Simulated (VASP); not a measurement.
MgS, 2 atoms in the cell. It takes space group Fm-3m (No. 225, cubic). Conventional cell: a = 5.209 Å, b = 5.209 Å, c = 5.209 Å, α = 90.00°, β = 90.00°, γ = 90.00°. Mg (site symmetry m-3m) has 6 S at 2.60 Å within 3.4 Å. Within 3.4 Å of S (site symmetry m-3m) lie 6 Mg at 2.60 Å. 

| Property | Result |
| --- | --- |
| Program | VASP 6.6.1 |
| Task | single point |
| Functional | PBE |
| Potentials or basis | VASP PAW PBE potentials, release 64 (Mg, S) |
| Cutoff | 600 eV |
| k mesh | 6 × 6 × 6 |
| Occupations | gaussian, width 0.01 eV |
| Spin | no spin polarisation |
| Dipole correction | no |
| Further INCAR settings | ALGO = Normal; EDIFF = 1e-06; NBANDS = 11 |

Potentials or basis: VASP PAW PBE potentials, release 64 (Mg, S).

Launch:

```bash
$ cat potpaw_PBE.64/Mg/POTCAR potpaw_PBE.64/S/POTCAR > POTCAR
$ mpirun -np 1 vasp_std > vasp.out
```

Hardware: 1 thread of AMD EPYC 7R43 64-Core Processor (Zen 3) (shared host).

Q: Estimate the wall time of this run.

A: Run time: 7.7 s on 1 thread of AMD EPYC 7R43 64-Core Processor (Zen 3), on a shared host, peak memory 0.13 GiB. Counts: scf iterations 12, k points 16.
